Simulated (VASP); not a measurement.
A run of VASP 6.6.1:

INCAR

```
SYSTEM = ZrN
ALGO = Normal
EDIFF = 1E-8
ENCUT = 520
GGA = PE
GGA_COMPAT = .FALSE.
ISIF = 2
ISMEAR = -1
LASPH = .TRUE.
LCHARG = .FALSE.
LEFG = .TRUE.
LREAL = .FALSE.
LWAVE = .FALSE.
NBANDS = 16
NELM = 120
PREC = Accurate
SIGMA = 0.01
```

KPOINTS

```
k-points
0
G
  9 9 9
  0 0 0
```

File POSCAR:

```
ZrN
1.0
    0.0000000000      2.2765903777      2.2765903777
    2.2765903777      0.0000000000      2.2765903777
    2.2765903777      2.2765903777      0.0000000000
Zr N
1 1
Direct
    0.0000000000      0.0000000000      0.0000000000
    0.5000000000      0.5000000000      0.5000000000
```

Potentials or basis: VASP PAW PBE potentials, release 64 (Zr_sv, N).

Launch:

```bash
$ cat potpaw_PBE.64/Zr_sv/POTCAR potpaw_PBE.64/N/POTCAR > POTCAR
$ mpirun -np 1 vasp_std > vasp.out
```

Hardware: 1 thread of Intel(R) Xeon(R) 6975P-C (Granite Rapids), on a shared host.

How long does it take, and how much memory?

It took 6.4 s on 1 thread of Intel(R) Xeon(R) 6975P-C (Granite Rapids), with other jobs on the host, peak memory 0.14 GiB. Counts: scf iterations 16, k points 35.
